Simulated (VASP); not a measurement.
Set up this calculation in VASP 6.6.1, as the native input.

- Task: single point
- Functional: PBEsol
- Potentials or basis: VASP PAW PBE potentials, release 64 (Mg, W_sv)
- Cutoff: 520 eV
- k mesh: 16 × 12 × 12
- Occupations: gaussian, width 0.1 eV
- Spin: no spin polarisation
- Dipole correction: no
- Further INCAR settings: ALGO = Fast; EDIFF = 1e-06; NBANDS = 24

The structure of MgW lies in POSCAR:

```
MgW
1.0
    3.3017207742      0.0000000000      0.0000000000
    0.0000000000      4.1983577590      0.0000000000
    0.0000000000      0.0000000000      4.7218816931
Mg W
2 2
Direct
    0.5000000000      0.0000000000      0.5000000000
    0.0000000000      0.5000000000      0.5000000000
    0.5000000000      0.5000000000      0.0000000000
    0.0000000000      0.0000000000      0.0000000000
```

This cell differs from its parent crystal: biaxial strain in the a-b plane: -1.0 %, then relaxed in part.

These files were run (other wordings do the same):

INCAR

```
SYSTEM = MgW
PREC     = Accurate       ! precision mode
ENCUT    = 520            ! plane-wave cutoff, eV
EDIFF    = 1E-6           ! SCF threshold, eV
ISMEAR   = 0              ! smearing method
SIGMA    = 0.1            ! smearing width, eV
LREAL    = .FALSE.        ! projectors in reciprocal space
LASPH    = .TRUE.         ! aspherical terms in the spheres
NELM     = 100            ! most SCF steps
ALGO     = Fast           ! electronic algorithm
ISIF     = 2              ! what is computed and relaxed
LWAVE    = .FALSE.        ! write WAVECAR
LCHARG   = .FALSE.        ! write CHGCAR
GGA      = PS             ! functional
NBANDS   = 24             ! bands
```

KPOINTS

```
regular mesh
0
G
  16 12 12
  0 0 0
```

Potentials or basis: VASP PAW PBE potentials, release 64 (Mg, W_sv).

Run with:

```sh
$ cat potpaw_PBE.64/Mg/POTCAR potpaw_PBE.64/W_sv/POTCAR > POTCAR
$ mpirun -np 1 vasp_std > vasp.out
```

It gave:

```
Pressure               : 3.2 GPa
Band gap on the k mesh : zero (bands 16 and 17 overlap by 1.66 eV)
```

Caveat: the cell differs from its parent crystal (biaxial strain in the a-b plane: -1.0 %, then relaxed in part); the stress differs along the axes, from 0 to 5 GPa; the PAW data sets were made with another functional, which shifts forces and pressure a little; spin-orbit coupling is left out, which moves the levels of the heavy elements.

It took 15 min on 1 thread of Intel Xeon 8259CL, with other jobs on the host, peak memory 0.67 GiB.
